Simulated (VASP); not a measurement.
# Mo (Im-3m) in VASP: a series of runs, part 2 of 2

VASP 6.6.1. Earlier steps stand in the parts before.

## (4) Relaxation of cell and atoms, LDA

INCAR

```
SYSTEM = Mo
ALGO = Fast
EDIFF = 1E-6
EDIFFG = -0.002
ENCUT = 600
IBRION = 2
ISIF = 3
ISMEAR = 0
LASPH = .True.
LCHARG = .False.
LREAL = .False.
LWAVE = .False.
NELM = 60
NSW = 100
PREC = Accurate
SIGMA = 0.1
```

KPOINTS

```
k-points
0
Gamma
  18 18 18
  0 0 0
```

POSCAR

```
Mo
1.0
   -1.5561832943      1.5561832943      1.5561832943
    1.5561832943     -1.5561832943      1.5561832943
    1.5561832943      1.5561832943     -1.5561832943
Mo
1
Direct
    0.0000000000      0.0000000000      0.0000000000
```

Potentials or basis: VASP PAW LDA potentials, release 64 (Mo_sv).

Started as:

```
> cat potpaw_LDA.64/Mo_sv/POTCAR > POTCAR
> mpirun -np 1 vasp_std > vasp.out
```

OUTCAR:

```text
SYSTEM = Mo
   EDIFF = 1E-6
   EDIFFG = -0.002
   ENCUT = 600
   IBRION = 2
   ISIF = 3
   ISMEAR = 0
   LASPH = .True.
   LREAL = .False.
   NELM = 60
   NSW = 100
   PREC = Accurate

 ion  position               nearest neighbor table
   1  0.000  0.000  0.000-

  LATTYP: Found a body centered cubic cell.
 ALAT       =     3.1123665886

  Lattice vectors:

 A1 = (  -1.5561832943,   1.5561832943,   1.5561832943)
 A2 = (   1.5561832943,  -1.5561832943,   1.5561832943)
 A3 = (   1.5561832943,   1.5561832943,  -1.5561832943)

Analysis of symmetry for initial positions (statically):
=====================================================================
 Subroutine PRICEL returns:
 Original cell was already a primitive cell.

 Routine SETGRP: Setting up the symmetry group for a
[... 367 lines left out ...]
      3     -21.2939      2.00000
      4     -21.2939      2.00000
      5       5.6787      2.00000
      6      11.5689      2.00000
      7      11.5689      2.00000
      8      11.5689      2.00000
      9      14.6959      0.00000
     10      14.6959      0.00000
     11      27.8831      0.00000
[... 309 lines left out ...]
 k-point    24 :       0.3889    0.1111    0.0000
  band No.  band energies     occupation
      1     -47.6249      2.00000
      2     -22.7738      2.00000
      3     -21.8388      2.00000
      4     -21.3771      2.00000
      5       7.9069      2.00000
      6       9.6060      2.00000
      7      13.0918      0.48407
      8      14.6223      0.00000
      9      15.8312      0.00000
     10      18.6921      0.00000
     11      25.1509      0.00000

 [... further k-points ...]

------------------------ aborting loop because EDIFF is reached ----------------------------------------

  FORCE on cell =-STRESS in cart. coord.  units (eV):
  Direction    XX          YY          ZZ          XY          YZ          ZX
  --------------------------------------------------------------------------------------
  -------------------------------------------------------------------------------------
  Total       -0.0011708     -0.0011708     -0.0011708     -0.0000000     -0.0000000      0.0000000
  in kB       -0.1240577     -0.1240577     -0.1240577     -0.0000000     -0.0000000      0.0000000
  external PRESSURE =      -0.1240577 kB  Pullay stress =       0.0000000 kB
[... 16 lines left out ...]
  FREE ENERGIE OF THE ION-ELECTRON SYSTEM (eV)
  ---------------------------------------------------
  free  energy   TOTEN  =       -12.1304188355 eV

  energy  without entropy=      -12.1282736733  energy(sigma->0) =      -12.12934625

 reached required accuracy - stopping structural energy minimisation
```

OSZICAR:

```text
N       E                     dE             d eps       ncg     rms          rms(c)
DAV:   1     0.105741276014E+03    0.10574E+03   -0.88570E+03  4301   0.147E+03
DAV:   2    -0.112739905321E+02   -0.11702E+03   -0.11303E+03  4491   0.378E+02
DAV:   3    -0.128376758624E+02   -0.15637E+01   -0.15472E+01  4940   0.452E+01
DAV:   4    -0.128421128775E+02   -0.44370E-02   -0.44322E-02  4676   0.279E+00
[... 151 lines left out ...]
DAV:   1    -0.121304188371E+02   -0.45941E-08   -0.13329E-07  2154   0.555E-03    0.574E-04
RMM:   2    -0.121304188309E+02    0.61814E-08   -0.10738E-10    87   0.150E-03
  31 F= -.12130419E+02 E0= -.12129346E+02  d E =-.276029E-07
       N       E                     dE             d eps       ncg     rms          rms(c)
DAV:   1    -0.121304188342E+02    0.28704E-08   -0.89527E-09  2154   0.129E-03    0.585E-04
RMM:   2    -0.121304188355E+02   -0.12637E-08    0.00000E+00    48   0.274E-04
  32 F= -.12130419E+02 E0= -.12129346E+02  d E =-.321777E-07
```

It took 2.3 min on 1 thread of Intel Xeon 6975P-C, shared host; peak memory 0.18 GiB.

What came out:

```
Free energy                            : -12.1304 eV
Relaxed volume                         : 15.12 Å³/atom
Relaxed cell                           : a = 2.698 Å, b = 2.698 Å, c = 2.698 Å, α = 109.47°, β = 109.47°, γ = 109.47°
Space group after relaxing (to 0.05 Å) : Im-3m (No. 229)
Energy gained by relaxing              : 0.1 meV/atom
Ionic steps                            : 32
Pressure after relaxing                : 0.0 GPa
Band gap on the k mesh                 : zero (band 7 reaches 17.21 eV, above the bottom of band 8 at 11.57 eV)
```

The path:
```
step  energy change (eV)  largest force (eV/Å)  pressure (GPa)  volume (Å³)
   1              0.0000                0.0000            1.00        15.07
   2              0.0014                0.0000           -3.07        15.28
   3             -0.0001                0.0000            0.09        15.12
   4             -0.0001                0.0000           -0.05        15.13
   5             -0.0001                0.0000           -0.10        15.13
   6             -0.0001                0.0000           -0.07        15.12
   7             -0.0001                0.0000            0.21        15.11
   8             -0.0001                0.0000            0.10        15.12
   9             -0.0001                0.0000           -0.02        15.12
  10             -0.0001                0.0000           -0.06        15.12
  11             -0.0001                0.0000           -0.06        15.12
  12             -0.0001                0.0000           -0.04        15.12
  13             -0.0001                0.0000           -0.02        15.12
  14             -0.0001                0.0000           -0.02        15.12
  15             -0.0001                0.0000           -0.06        15.12
  16             -0.0001                0.0000            0.05        15.12
  17             -0.0001                0.0000            0.06        15.12
  18             -0.0001                0.0000            0.11        15.12
  19             -0.0001                0.0000            0.07        15.12
  20             -0.0001                0.0000            0.04        15.12
  21             -0.0001                0.0000            0.04        15.12
  22             -0.0001                0.0000            0.02        15.12
  23             -0.0001                0.0000            0.02        15.12
  24             -0.0001                0.0000            0.04        15.12
  25             -0.0001                0.0000            0.08        15.12
  26             -0.0001                0.0000           -0.03        15.12
  27             -0.0001                0.0000           -0.08        15.12
  28             -0.0001                0.0000           -0.09        15.12
  29             -0.0001                0.0000           -0.05        15.12
  30             -0.0001                0.0000           -0.03        15.12
  31             -0.0001                0.0000           -0.04        15.12
  32             -0.0001                0.0000           -0.01        15.12
```

Final structure:
```
CELL_PARAMETERS angstrom
-1.55779 1.55779 1.55779
1.55779 -1.55779 1.55779
1.55779 1.55779 -1.55779
ATOMIC_POSITIONS crystal
Mo 0.00000 0.00000 0.00000
```

Levels at points of the mesh, in eV from the Fermi level:
```csv
k point,band 5,band 6,band 7,band 8,band 9,band 10
"(0.00, 0.00, 0.00)",-7.36,-1.47,-1.47,-1.47,1.65,1.65
"(0.50, 0.00, 0.00)",-5.57,-3.61,1.71,1.78,2.36,4.98
"(0.50, 0.50, 0.50)",-5.76,-5.76,4.17,4.17,4.17,9.28
```

## (5) Summary

| task | cell | k mesh | cutoff (eV) | gap on the mesh (eV) | pressure (GPa) |
| --- | --- | --- | --- | --- | --- |
| single point | as given | 8 × 8 × 8 | 520 | none | 1.3 |
| single point | as given | 18 × 18 × 18 | 520 | none | 1.2 |
| relaxation of cell and atoms | relaxed | 18 × 18 × 18 | 600 | none | 0.0 |

Alike in all rows: level LDA; potentials or basis VASP PAW LDA potentials, release 64 (Mo_sv); no spin polarisation; smearing gaussian 0.1 eV.

Absolute energies hang on the potentials; compare differences alone.
